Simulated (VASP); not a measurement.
Sm2ZnTe3: relaxation of cell and atoms with PBE

Crystal: Sm2ZnTe3.

```
CELL_PARAMETERS angstrom
6.31801 0.00000 0.00000
-3.15901 5.47156 0.00000
0.00000 0.00000 6.04051
ATOMIC_POSITIONS crystal
Sm 0.33333 0.66667 0.00000
Sm 0.66667 0.33333 0.00000
Zn 0.00000 0.00000 0.00000
Te 0.33333 0.66667 0.50000
Te 0.66667 0.33333 0.50000
Te 0.00000 0.00000 0.50000
```

The cell was generated, and may not be a known phase.

- Program: VASP 6.6.1
- Task: relaxation of cell and atoms
- Functional: PBE
- Potentials or basis: VASP PAW PBE potentials, release 64 (Sm_3, Zn, Te), 4f in core
- Cutoff: 500 eV
- k mesh: 3 × 3 × 4
- Occupations: gaussian, width 0.1 eV
- Spin: no spin polarisation
- Dipole correction: no
- Further INCAR settings: ALGO = Normal; EDIFF = 1e-07; IBRION = 2; EDIFFG = -0.04; NSW = 90; ISIF = 3

```
Relaxed volume                        : 31.04 Å³/atom
Relaxed cell                          : a = 5.937 Å, b = 5.937 Å, c = 6.100 Å, α = 90.00°, β = 90.00°, γ = 120.00°
Space group after relaxing (to 0.1 Å) : P6/mmm (No. 191)
Energy gained by relaxing             : 53.8 meV/atom
Ionic steps                           : 6
Pressure after relaxing               : 0.1 GPa
Band gap on the k mesh                : zero (bands 26 and 27 overlap by 0.65 eV)
```

Stress tensor (GPa, compression positive):
```
0.18 0.00 0.00
0.00 0.18 0.00
0.00 0.00 0.06
```

The path:
```tsv
step	energy change (eV)	largest force (eV/Å)	pressure (GPa)	volume (Å³)
1	0.0000	0.0000	-2.10	208.82
2	-0.2438	0.0000	-1.01	195.25
3	-0.3167	0.0000	0.43	185.74
4	-0.3167	0.0000	0.51	185.30
5	-0.3176	0.0000	-0.18	187.09
6	-0.3225	0.0000	0.14	186.22
```

Final structure:
```
CELL_PARAMETERS angstrom
5.93748 0.00000 0.00000
-2.96874 5.14201 0.00000
0.00000 0.00000 6.09951
ATOMIC_POSITIONS crystal
Sm 0.33333 0.66667 0.00000
Sm 0.66667 0.33333 0.00000
Zn 0.00000 0.00000 0.00000
Te 0.33333 0.66667 0.50000
Te 0.66667 0.33333 0.50000
Te 0.00000 0.00000 0.50000
```

Levels at points of the mesh, in eV from the Fermi level:
```csv
k point,band 22,band 23,band 24,band 25,band 26,band 27,band 28,band 29,band 30,band 31
"(0.00, 0.00, 0.00)",-3.50,-1.41,-1.08,0.16,0.16,0.27,0.27,1.49,1.49,1.86
"(0.00, 0.00, 0.50)",-3.42,-2.85,-0.41,-0.41,-0.29,1.18,1.18,1.79,1.97,1.97
```

It took 5 min on 1 thread of Intel(R) Xeon(R) Platinum 8259CL CPU @ 2.50GHz (Skylake/Cascade Lake), on a shared host, peak memory 0.37 GiB.

Caveat: the k points lie up to 0.41 Å⁻¹ apart in the final cell, too coarse for converged energies and pressures of a metal; spin-orbit coupling is left out, which moves the levels of the heavy elements; the 4f electrons are frozen in the core, so they carry no moment and show no levels. Spin polarisation is off, so any magnetic state and its effect on volume and gap are missing.
